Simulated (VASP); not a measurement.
A run of VASP 6.6.1 is set up as follows.

POSCAR

```
Os
1.0
    0.0000000000      1.8866500000      1.9450000000
    1.8866500000      0.0000000000      1.9450000000
    1.8866500000      1.8866500000      0.0000000000
Os
1
Direct
    0.0000000000      0.0000000000      0.0000000000
```

File INCAR.step1:

```
PREC = Accurate
ENCUT = 520
ISMEAR = 0
SIGMA = 0.15
LREAL = F
LASPH = T
NELM = 100
NBANDS = 10
GGA = PE
ALGO = Normal
EDIFF = 1E-4
LWAVE = T
LCHARG = F
```

Contents of INCAR.step2:

```
PREC = Accurate
ENCUT = 520
EDIFF = 1E-7
ISMEAR = 0
SIGMA = 0.15
LREAL = F
LASPH = T
NELM = 100
ALGO = Normal
ISIF = 2
LWAVE = F
LCHARG = F
METAGGA = R2SCAN
LMIXTAU = T
NBANDS = 10
ISTART = 1
```

KPOINTS

```
regular mesh
0
Gamma
  20 20 20
```

Potentials or basis: VASP PAW PBE potentials, release 64 (Os).

Command:

```bash
$ cat potpaw_PBE.64/Os/POTCAR > POTCAR
$ cp INCAR.step1 INCAR
$ mpirun -np 1 vasp_std > vasp.out
$ cp INCAR.step2 INCAR
$ mpirun -np 1 vasp_std > vasp.out
```

Problem. What does it give for the band gap on the k mesh?

Solution. Zero (bands 4 and 5 overlap by 4.28 eV).

Problem. Estimate the pressure.

Solution. 8.5 GPa.

Stress tensor (GPa, compression positive):
```
12.04  0.00  0.00
 0.00 12.04  0.00
 0.00  0.00  1.29
```

Caveat: the cell differs from its parent crystal (strain -0.030 along x and y, +0.000 along z); the cell stands under pressure; the PAW data sets were made with another functional, which shifts forces and pressure a little; spin-orbit coupling is left out, which moves the levels of the heavy elements.
